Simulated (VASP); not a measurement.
Input of a VASP 6.6.1 run:

File INCAR:

```
SYSTEM = TaN
PREC     = Accurate       ! precision mode
ENCUT    = 520            ! plane-wave cutoff, eV
EDIFF    = 1E-8           ! SCF threshold, eV
ISMEAR   = -1             ! smearing method
SIGMA    = 0.01           ! smearing width, eV
LREAL    = .FALSE.        ! projectors in reciprocal space
LASPH    = .TRUE.         ! aspherical terms in the spheres
NELM     = 80             ! most SCF steps
ALGO     = Normal         ! electronic algorithm
ISIF     = 2              ! what is computed and relaxed
LWAVE    = .FALSE.        ! write WAVECAR
LCHARG   = .FALSE.        ! write CHGCAR
GGA      = PS             ! functional
LEFG     = .TRUE.       
NBANDS   = 24             ! bands
```

File KPOINTS:

```
Automatic mesh
0
G
  9 9 5
  0 0 0
```

POSCAR

```
TaN
1.0
    3.1098202203      0.0000000000      0.0000000000
   -1.5549101102      2.6931833120      0.0000000000
    0.0000000000      0.0000000000      5.0368873428
Ta N
2 2
Direct
    0.3333333333      0.6666666667      0.0000000000
    0.6666666667      0.3333333333      0.5000000000
    0.3333333333      0.6666666667      0.3850000000
    0.6666666667      0.3333333333      0.8850000000
```

Potentials or basis: VASP PAW PBE potentials, release 64 (Ta_pv, N).

Launch:

```bash
$ cat potpaw_PBE.64/Ta_pv/POTCAR potpaw_PBE.64/N/POTCAR > POTCAR
$ mpirun -np 1 vasp_std > vasp.out
```

Problem. Estimate the band gap on the k mesh.

Solution. Zero (band 16 reaches 9.48 eV, above the bottom of band 17 at 7.41 eV).

Problem. What does it give for the largest force?

Solution. 2.150 eV/Å.

Problem. Predict the pressure.

Solution. 91.1 GPa.

Forces in eV/Å, atoms in the order of the input:
```
Ta   0.000  0.000  2.150
Ta   0.000  0.000  2.150
N    0.000  0.000 -2.150
N    0.000  0.000 -2.150
```

Caveat: without QUAD_EFG the Cq values of the log hold for a quadrupole moment of 1 mb, not for the nuclei; the PAW data sets were made with another functional, which shifts forces and pressure a little; spin-orbit coupling is left out, which moves the levels of the heavy elements.
